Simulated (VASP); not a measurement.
# Si (Fd-3m) in VASP: notebook

The runs below take Si through single point, relaxation of cell and atoms, with PBEsol.

All numbers are computed with VASP 6.6.1; they aren't measurements. Logs are shortened: lines on timing, memory, paths and dates and some standing lists are left out, and cuts for length are marked.

## Step 1: The cell of the first run

Symmetry: Fd-3m, No. 227, cubic system. The conventional cell has a = 5.434 Å, b = 5.434 Å, c = 5.434 Å, α = 90.00°, β = 90.00°, γ = 90.00°. Within 3.1 Å of Si (site symmetry -43m) lie 4 Si at 2.35 Å.

## Step 2: Single point, PBEsol

Contents of INCAR:

```
SYSTEM = Si
ALGO = Normal
EDIFF = 1E-6
ENCUT = 520
GGA = PS
ISIF = 2
ISMEAR = 0
LASPH = .TRUE.
LCHARG = .FALSE.
LREAL = .FALSE.
LWAVE = .FALSE.
NBANDS = 11
NELM = 80
PREC = Accurate
SIGMA = 0.02
```

Contents of KPOINTS:

```
k-points
0
G
  12 12 12
  0 0 0
```

Contents of POSCAR:

```
Si
1.0
    0.0000000000      2.7169169100      2.7169169100
    2.7169169100      0.0000000000      2.7169169100
    2.7169169100      2.7169169100      0.0000000000
Si
2
Direct
    0.0000000000      0.0000000000      0.0000000000
    0.2500000000      0.2500000000      0.2500000000
```

Potentials or basis: VASP PAW PBE potentials, release 64 (Si).

The run is started by

```sh
> cat potpaw_PBE.64/Si/POTCAR > POTCAR
> mpirun -np 1 vasp_std > vasp.out
```

OUTCAR:

```text
SYSTEM = Si
   EDIFF = 1E-6
   ENCUT = 520
   GGA = PS
   ISIF = 2
   ISMEAR = 0
   LASPH = .TRUE.
   LREAL = .FALSE.
   NELM = 80
   PREC = Accurate

 ion  position               nearest neighbor table
   1  0.000  0.000  0.000-   2 2.35   2 2.35   2 2.35   2 2.35
   2  0.250  0.250  0.250-   1 2.35   1 2.35   1 2.35   1 2.35

  LATTYP: Found a face centered cubic cell.
 ALAT       =     5.4338338200

  Lattice vectors:

 A1 = (   0.0000000000,   2.7169169100,   2.7169169100)
 A2 = (   2.7169169100,   0.0000000000,   2.7169169100)
 A3 = (   2.7169169100,   2.7169169100,   0.0000000000)

Analysis of symmetry for initial positions (statically):
=====================================================================
 Subroutine PRICEL returns:
 Original cell was already a primitive cell.

 Routine SETGRP: Setting up the symmetry group for a
 face centered cubic supercell.

 Subroutine GETGRP returns: Found 48 space group operations
 (whereof 24 operations were pure point group operations)
 out of a pool of 48 trial point group operations.

The static configuration has the point symmetry T_d .
 The point group associated with its full space group is O_h .

Analysis of symmetry for dynamics (positions and initial velocities):
=====================================================================
 Subroutine PRICEL returns:
 Original cell was already a primitive cell.

 Routine SETGRP: Setting up the symmetry group for a
 face centered cubic supercell.

 Subroutine GETGRP returns: Found 48 space group operations
 (whereof 24 operations were pure point group operations)
 out of a pool of 48 trial point group operations.

The dynamic configuration has the point symmetry T_d .
 The point group associated with its full space group is O_h .

 Subroutine INISYM returns: Found 48 space group operations
 (whereof 24 operations are pure point group operations),
 and found     1 'primitive' translations

----------------------------------------------------------------------------------------

                                     Primitive cell

  volume of cell :      40.1106

  direct lattice vectors                    reciprocal lattice vectors
     0.000000000  2.716916910  2.716916910    -0.184032128  0.184032128  0.184032128
     2.716916910  0.000000000  2.716916910     0.184032128 -0.184032128  0.184032128
     2.716916910  2.716916910  0.000000000     0.184032128  0.184032128 -0.184032128

  length of vectors
     3.842300742  3.842300742  3.842300742     0.318752996  0.318752996  0.318752996

  position of ions in fractional coordinates (direct lattice)
     0.000000000  0.000000000  0.000000000
     0.250000000  0.250000000  0.250000000

  ion indices of the primitive-cell ions
   primitive index   ion index
                 1           1
                 2           2

----------------------------------------------------------------------------------------

 KPOINTS: k-points

Automatic generation of k-mesh.
 Grid dimensions read from file:
 generate k-points for:   12   12   12

 Generating k-lattice:

  Cartesian coordinates                     Fractional coordinates (reciprocal lattice)
    -0.015336011  0.015336011  0.015336011     0.083333333  0.000000000  0.000000000
     0.015336011 -0.015336011  0.015336011     0.000000000  0.083333333  0.000000000
     0.015336011  0.015336011 -0.015336011     0.000000000  0.000000000  0.083333333

  Length of vectors
     0.026562750  0.026562750  0.026562750

  Shift w.r.t. Gamma in fractional coordinates (k-lattice)
     0.000000000  0.000000000  0.000000000

 Subroutine IBZKPT returns following result:
 ===========================================

 Found     72 irreducible k-points:

 Following reciprocal coordinates:
            Coordinates               Weight
  0.000000  0.000000  0.000000      1.000000
  0.083333  0.000000  0.000000      8.000000
  0.166667  0.000000  0.000000      8.000000
  0.250000  0.000000  0.000000      8.000000
  0.333333  0.000000  0.000000      8.000000
  0.416667  0.000000  0.000000      8.000000
[... 16 lines left out ...]
  0.500000  0.166667  0.000000     24.000000
 -0.416667  0.166667  0.000000     24.000000
 [... further k-points ...]
   k-points           NKPTS =     72   k-points in BZ     NKDIM =     72   number of bands    NBANDS=     11
   number of dos      NEDOS =    301   number of ions     NIONS =      2
   total plane-waves  NPLWV =  27000
   dimension x,y,z NGX =    30 NGY =   30 NGZ =   30
   dimension x,y,z NGXF=    60 NGYF=   60 NGZF=   60
   ions per type =               2
   NGX,Y,Z   is equivalent  to a cutoff of  12.98, 12.98, 12.98 a.u.
   NGXF,Y,Z  is equivalent  to a cutoff of  25.96, 25.96, 25.96 a.u.
 SYSTEM =  Si
   PREC   = accura    normal or accurate (medium, high low for compatibility)
   ISTART =      0    job   : 0-new  1-cont  2-samecut
   ICHARG =      2    charge: 1-file 2-atom 10-const
   ISPIN  =      1    spin polarized calculation?
   LNONCOLLINEAR =      F non collinear calculations
   LSORBIT =      F    spin-orbit coupling
   LASPH  =      T    aspherical Exc in radial PAW
   ENCUT  =  520.0 eV  38.22 Ry    6.18 a.u.   7.14  7.14  7.14*2*pi/ulx,y,z
   NELM   =     80;   NELMIN=  2; NELMDL= -5     # of ELM steps
   EDIFF  = 0.1E-05   stopping-criterion for ELM
   LREAL  =      F    real-space projection
   EDIFFG = 0.1E-04   stopping-criterion for IOM
   NSW    =      0    number of steps for IOM
   IBRION =     -1    ionic relax: 0-MD 1-quasi-New 2-CG
   NFREE  =      0    steps in history (QN), initial steepest desc. (CG)
   ISIF   =      2    stress and relaxation
   ISYM   =      2    0-nonsym 1-usesym 2-fastsym
   POTIM  = 0.5000    time-step for ionic-motion
   TEBEG  =    0.0;   TEEND  =   0.0 temperature during run
   PSTRESS=    0.0 pullay stress
   NELECT =       8.0000    total number of electrons
   NUPDOWN=      -1.0000    fix difference up-down
   EMIN   =  10.00;   EMAX   =-10.00  energy-range for DOS
   EFERMI =   0.00;   METHOD = LEGACY
   ISMEAR =     0;   SIGMA  =   0.02  broadening in eV -4-tet -1-fermi 0-gaus
   EFERMI_NEDOS =   21; number of points for ismear=-14 and -15
   IALGO  =     38    algorithm
   IMIX   =      4    mixing-type and parameters
     AMIX     =   0.40;   BMIX     =  1.00
     AMIX_MAG =   1.60;   BMIX_MAG =  1.00
  volume/ion in A,a.u.               =      20.06       135.34
  Fermi-wavevector in a.u.,A,eV,Ry     =   0.956500  1.807524 12.447874  0.914893
  Thomas-Fermi vector in A             =   2.085434
   LORBIT       =      0    0 simple, 1 ext, 2 COOP (PROOUT), +10 PAW based schemes
   GGA     = PS    functional components
   LHFCALC =     F    Hartree Fock is set to
   AEXX    =    0.0000 exact exchange contribution
   IVDW    =     0    specifies the selected vdW correction
   LEPSILON=     F    determine dielectric tensor
   LRPA    =     F    only Hartree local field effects (RPA)
 non-spin polarized calculation
 Gauss-broadening in eV      SIGMA  =   0.02
  energy-cutoff  :      520.00
  volume of cell :       40.11
 maximum number of plane-waves:      1106
 NGX is ok and might be reduce to    30
   NGX = 15   NGY = 15   NGZ = 15

 number of electron       8.0000001 magnetization

 Free energy of the ion-electron system (eV)
  ---------------------------------------------------
  ext. energy  EPLUGINS =         0.00000000
  ---------------------------------------------------
  free energy    TOTEN  =       -11.49324603 eV

  energy without entropy =      -11.49324603  energy(sigma->0) =      -11.49324603

 E-fermi :   5.9318     XC(G=0):  -9.5472

 val. band max:        5.7721934961   @ k =   0.0000   0.0000   0.0000
 cond. band min:       6.2318302518   @ k =   0.4167   0.4167   0.0000
 fundamental gap:      0.4596367557
 Fermi energy:         5.9317978887

 k-point     1 :       0.0000    0.0000    0.0000
  band No.  band energies     occupation
      1      -6.2062      2.00000
      2       5.7722      2.00000
      3       5.7722      2.00000
      4       5.7722      2.00000
      5       8.2890      0.00000
      6       8.2890      0.00000
      7       8.2890      0.00000
      8       9.0767      0.00000
      9      13.4599      0.00000
     10      13.4599      0.00000
     11      13.4757      0.00000

 k-point     2 :       0.0833    0.0000    0.0000
  band No.  band energies     occupation
      1      -6.1150      2.00000
      2       4.9043      2.00000
      3       5.6267      2.00000
      4       5.6267      2.00000
      5       8.3257      0.00000
      6       8.5023      0.00000
      7       8.5023      0.00000
      8       9.7448      0.00000
      9      13.1773      0.00000
     10      13.1773      0.00000
     11      13.8708      0.00000

 k-point     3 :       0.1667    0.0000    0.0000
  band No.  band energies     occupation
      1      -5.8441      2.00000
      2       3.3745      2.00000
      3       5.3179      2.00000
      4       5.3179      2.00000
      5       8.0568      0.00000
      6       8.9393      0.00000
      7       8.9393      0.00000
      8      11.1623      0.00000
      9      12.7963      0.00000
     10      12.7963      0.00000
     11      14.6351      0.00000

 k-point     4 :       0.2500    0.0000    0.0000
  band No.  band energies     occupation
      1      -5.4042      2.00000
      2       1.8233      2.00000
      3       5.0080      2.00000
      4       5.0080      2.00000
      5       7.7276      0.00000
      6       9.2292      0.00000
      7       9.2292      0.00000
      8      12.6063      0.00000
      9      12.9027      0.00000
     10      12.9027      0.00000
     11      14.5509      0.00000
[... 239 lines left out ...]
 k-point    22 :       0.4167    0.1667    0.0000
  band No.  band energies     occupation
      1      -4.2923      2.00000
      2       0.0808      2.00000
      3       3.3147      2.00000
      4       3.9298      2.00000
      5       7.6926      0.00000
      6       9.9704      0.00000
      7      10.6134      0.00000
      8      10.7352      0.00000
      9      15.5052      0.00000
     10      15.9131      0.00000
     11      16.5220      0.00000

 k-point    23 :       0.5000    0.1667    0.0000
  band No.  band energies     occupation
      1      -3.7036      2.00000
      2      -0.8604      2.00000
      3       2.9677      2.00000
      4       3.9852      2.00000
      5       7.7232      0.00000
      6       9.8191      0.00000
      7      10.3357      0.00000
      8      12.1105      0.00000
      9      15.0448      0.00000
     10      16.1945      0.00000
     11      17.4255      0.00000

 k-point    24 :      -0.4167    0.1667    0.0000
  band No.  band energies     occupation
      1      -3.5874      2.00000
      2      -1.0222      2.00000
      3       2.7516      2.00000
      4       4.1713      2.00000
      5       7.8717      0.00000
      6       9.7663      0.00000
      7      10.1076      0.00000
      8      13.6594      0.00000
      9      14.2174      0.00000
     10      14.4963      0.00000
     11      16.7842      0.00000

 [... further k-points ...]
[... 5 lines left out ...]
  --------------------------------------------------------------------------------------
  -------------------------------------------------------------------------------------
  Total        0.0249583      0.0249583      0.0249583      0.0000000     -0.0000000     -0.0000000
  in kB        0.9969348      0.9969348      0.9969348      0.0000000     -0.0000000     -0.0000000
  external PRESSURE =       0.9969348 kB  Pullay stress =       0.0000000 kB

 VOLUME and BASIS-vectors are now :
 -----------------------------------------------------------------------------
  energy-cutoff  :      520.00
  volume of cell :       40.11
      direct lattice vectors                 reciprocal lattice vectors
     0.000000000  2.716916910  2.716916910    -0.184032128  0.184032128  0.184032128
     2.716916910  0.000000000  2.716916910     0.184032128 -0.184032128  0.184032128
     2.716916910  2.716916910  0.000000000     0.184032128  0.184032128 -0.184032128

 POSITION                                       TOTAL-FORCE (eV/Angst)
 -----------------------------------------------------------------------------------
      0.00000      0.00000      0.00000         0.000000      0.000000      0.000000
      1.35846      1.35846      1.35846        -0.000000     -0.000000     -0.000000
 -----------------------------------------------------------------------------------
    total drift:                               -0.000000     -0.000000     -0.000000

  FREE ENERGIE OF THE ION-ELECTRON SYSTEM (eV)
  ---------------------------------------------------
  free  energy   TOTEN  =       -11.4932460294 eV

  energy  without entropy=      -11.4932460294  energy(sigma->0) =      -11.49324603
```

Run time: 20 s. Hardware: 1 thread of Intel Xeon Platinum 8488C (Sapphire Rapids), shared host; peak memory 0.16 GiB.

Results:

```
Free energy            : -11.4932 eV
Pressure               : 0.1 GPa
Band gap on the k mesh : 0.46 eV, indirect (least direct gap 2.52 eV)
```

Levels at points of the mesh, in eV from the valence-band top:
```tsv
k point	band 1	band 2	band 3	band 4	band 5	band 6	band 7	band 8	band 9
(0.00, 0.00, 0.00)	-11.98	0.00	0.00	0.00	2.52	2.52	2.52	3.30	7.69
(0.50, 0.00, 0.00)	-9.63	-7.01	-1.20	-1.20	1.46	3.27	3.27	7.51	10.51
(0.50, 0.50, 0.00)	-7.82	-7.82	-2.87	-2.87	0.59	0.59	10.05	10.05	10.93
```

Caveat: the PAW data sets were made with another functional, which shifts forces and pressure a little. A k mesh can miss the band edges.

## Step 3: Relaxation of cell and atoms, PBEsol

Contents of INCAR:

```
SYSTEM = Si
  ALGO = Normal
  EDIFF = 1E-6
  EDIFFG = -0.005
  ENCUT = 600
  GGA = PS
  IBRION = 2
  ISIF = 3
  ISMEAR = 0
  LASPH = .TRUE.
  LCHARG = .FALSE.
  LREAL = .FALSE.
  LWAVE = .FALSE.
  NELM = 80
  NSW = 100
  PREC = Accurate
  SIGMA = 0.02
```

KPOINTS is that of step 2.

POSCAR is that of step 2.

Potentials or basis: VASP PAW PBE potentials, release 64 (Si).

The run is started by

```sh
> cat potpaw_PBE.64/Si/POTCAR > POTCAR
> mpirun -np 1 vasp_std > vasp.out
```

Run time: 27 s. Hardware: 1 thread of Intel Xeon Platinum 8488C (Sapphire Rapids), shared host; peak memory 0.17 GiB.

Results (log left out):

```yaml
Free_energy: -11.4932 eV
Relaxed_volume: 20.08 Å³/atom
Relaxed_cell: a = 3.844 Å, b = 3.844 Å, c = 3.844 Å, α = 60.00°, β = 60.00°, γ = 60.00°
Space_group_after_relaxing_to_0.05_Å: Fd-3m (No. 227)
Energy_gained_by_relaxing: 0.0 meV/atom
Ionic_steps: 3
Pressure_after_relaxing: 0.0 GPa
Band_gap_on_the_k_mesh: 0.46 eV, indirect (least direct gap 2.52 eV)
```

Final structure:
```xyz
2
Lattice="0.0000 2.7179 2.7179 2.7179 0.0000 2.7179 2.7179 2.7179 0.0000" Properties=species:S:1:pos:R:3 pbc="T T T"
Si    0.0000    0.0000    0.0000
Si    1.3590    1.3590    1.3590
```

Levels at points of the mesh, in eV from the valence-band top:
| k point | band 2 | band 3 | band 4 | band 5 | band 6 | band 7 |
| --- | --- | --- | --- | --- | --- | --- |
| (0.00, 0.00, 0.00) | 0.00 | 0.00 | 0.00 | 2.52 | 2.52 | 2.52 |
| (0.50, 0.00, 0.00) | -7.00 | -1.20 | -1.20 | 1.46 | 3.27 | 3.27 |
| (0.50, 0.50, 0.00) | -7.82 | -2.87 | -2.87 | 0.60 | 0.60 | 10.04 |

Caveat: the PAW data sets were made with another functional, which shifts forces and pressure a little. As with any semilocal functional, this PBEsol gap is likely too small.
